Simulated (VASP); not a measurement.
A run of VASP 6.6.1 is set up as follows.

Contents of POSCAR:

```
CdS
1.0
    4.2611695877      0.0000000000      0.0000000000
   -2.1305847939      3.6902811128      0.0000000000
    0.0000000000      0.0000000000      5.8041729400
Cd S
1 1
Direct
    0.0000000000      0.0000000000      0.4426919200
    0.6666666667      0.3333333333      0.4343080800
```

The input INCAR.step1:

```
SYSTEM = CdS
  ALGO = Normal
  EDIFF = 1E-5
  ENCUT = 520
  GGA = PE
  ISIF = 2
  ISMEAR = 0
  LASPH = .True.
  LCHARG = .False.
  LREAL = .False.
  LWAVE = .True.
  NBANDS = 16
  NELM = 100
  PREC = Accurate
  SIGMA = 0.05
```

Contents of INCAR.step2:

```
SYSTEM = CdS
  AEXX = 0.25
  ALGO = Normal
  EDIFF = 1E-7
  ENCUT = 520
  GGA = PE
  ISIF = 2
  ISMEAR = 0
  ISTART = 1
  LASPH = .True.
  LCHARG = .False.
  LHFCALC = .True.
  LREAL = .False.
  LWAVE = .False.
  NBANDS = 16
  NELM = 100
  PREC = Accurate
  PRECFOCK = Normal
  SIGMA = 0.05
```

The input KPOINTS:

```
k-points
0
Gamma
  4 4 3
  0 0 0
```

Potentials or basis: VASP PAW PBE potentials, release 64 (Cd, S).

Command:

```console
$ cat potpaw_PBE.64/Cd/POTCAR potpaw_PBE.64/S/POTCAR > POTCAR
$ cp INCAR.step1 INCAR
$ mpirun -np 1 vasp_std > vasp.out
$ cp INCAR.step2 INCAR
$ mpirun -np 1 vasp_std > vasp.out
```

Question: What does it give for the largest force?

Answer: 0.016 eV/Å.

Question: Estimate the band gap on the k mesh.

Answer: 3.22 eV.

Question: Estimate the pressure.

Answer: -0.7 GPa.

Forces on the atoms (eV/Å):
```
Cd   0.000  0.000 -0.016
S    0.000  0.000  0.016
```

Caveat: the k points lie up to 0.43 Å⁻¹ apart; the PAW data sets were made with another functional, which shifts forces and pressure a little. A k mesh can miss the band edges.
